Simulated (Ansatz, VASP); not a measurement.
Two plane-wave programs on BP

Contents of POSCAR:

```
BP
1.0
    2.8465018389      0.0000000000      0.0000000000
   -1.4232509195      2.4651429044      0.0000000000
    0.0000000000      0.0000000000      7.8241410264
B P
2 2
Direct
    0.3333333333      0.6666666667      0.2500000000
    0.6666666667      0.3333333333      0.7500000000
    0.3333333333      0.6666666667      0.7500000000
    0.6666666667      0.3333333333      0.2500000000
```

File INCAR.step1:

```
SYSTEM = BP
  PREC = Accurate
  ENCUT = 520
  ISMEAR = 0
  SIGMA = 0.1
  LREAL = .False.
  LASPH = .True.
  NELM = 100
  NBANDS = 16
  GGA = PE
  ALGO = Normal
  EDIFF = 1E-4
  LWAVE = .True.
  LCHARG = .False.
```

INCAR.step2

```
SYSTEM = BP
  PREC = Accurate
  ENCUT = 520
  EDIFF = 1E-7
  ISMEAR = 0
  SIGMA = 0.1
  LREAL = .False.
  LASPH = .True.
  NELM = 100
  ALGO = Normal
  ISIF = 2
  LWAVE = .False.
  LCHARG = .True.
  METAGGA = R2SCAN
  LMIXTAU = .True.
  LELF = .True.
  LVHAR = .True.
  NBANDS = 16
  ISTART = 1
```

The input KPOINTS:

```
Automatic mesh
0
Gamma
  6 6 4
  0 0 0
```

Input for Ansatz:

```yaml
crystal:
  lattice:
    - [2.8465018389, 0.0, 0.0]
    - [-1.4232509195, 2.4651429044, 0.0]
    - [0.0, 0.0, 7.8241410264]
  atoms:
    - { symbol: B, position: [0.3333333333, 0.6666666667, 0.25] }
    - { symbol: B, position: [0.6666666667, 0.3333333333, 0.75] }
    - { symbol: P, position: [0.3333333333, 0.6666666667, 0.75] }
    - { symbol: P, position: [0.6666666667, 0.3333333333, 0.25] }
basis:
  ecutwfc: 500
kpoints:
  mp_grid: { grid: [6, 6, 4] }
hamiltonian:
  xc: r2scan
scf:
  occupations: { method: gaussian, width: 0.1 }
output:
  forces: true
  stress: true
  eigenvalues: true
```

Alike in both runs: task single point; functional r2SCAN; k mesh 6 × 6 × 4; occupations gaussian, width 0.1 eV; no spin polarisation.

|  | VASP | Ansatz |
| --- | --- | --- |
| version | VASP 6.6.1 | Ansatz 0.2.0 |
| potentials or method | VASP PAW PBE potentials, release 64 (B, P), cutoff 520 eV | scalar-relativistic, plane waves, PAW |
| valence electrons in the cell | 16 | 16 |

VASP gave:

* gap on the k mesh at the Fermi level (eV): 0.30
* least direct gap on the mesh (eV): 0.39

**Question.** Which values does Ansatz return?

**Answer.** gap on the k mesh at the Fermi level (eV): 0.30; least direct gap on the mesh (eV): 0.37.

VASP's potentials were made for PBE, not for r2SCAN. The functional is the same, so the differences come from potentials, cutoffs and numerics.

The k mesh is coarse, so the values compare programs but aren't converged.
